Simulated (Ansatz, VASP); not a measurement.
## Two plane-wave programs on CdSe4

```
Cd Se
1.0
    -2.54090    2.54090    5.42491
     2.54090   -2.54090    5.42491
     2.54090    2.54090   -5.42491
Cd Se
1 4
Direct
  0.50000 0.50000 0.00000
  0.35459 0.85459 0.50000
  0.85459 0.35459 0.50000
  0.64541 0.14541 0.50000
  0.14541 0.64541 0.50000
```

Alike in both runs: functional PBE; k mesh 4 × 4 × 4; occupations gaussian, width 0.2 eV; no spin polarisation.

Ansatz relaxed the structure, and its values are those at the end. VASP's run is a single point on that final structure, the one shown.

|  | VASP | Ansatz |
| --- | --- | --- |
| version | VASP 6.6.1 | Ansatz 0.2.0 |
| potentials or method | VASP PAW PBE potentials, release 64 (Cd, Se), cutoff 520 eV | scalar-relativistic, plane waves, PAW |
| valence electrons in the cell | 36 | 84 |

```tsv
	VASP	Ansatz	Ansatz less VASP
gap on the k mesh at the Fermi level (eV)	none	none	-
pressure (GPa)	0.1	0.0	-0.15
rms of the force components (eV/Å)	0.027	0.015	-0.0128
```

A gap of «none» marks a metal or a gap that the smearing closes. The functional is the same, so the differences come from potentials, cutoffs and numerics. VASP's potentials hold 36 valence electrons a cell and Ansatz's 84, so a difference there can come from the potentials and not from the codes.

The k mesh is coarse, so the values compare programs but aren't converged.
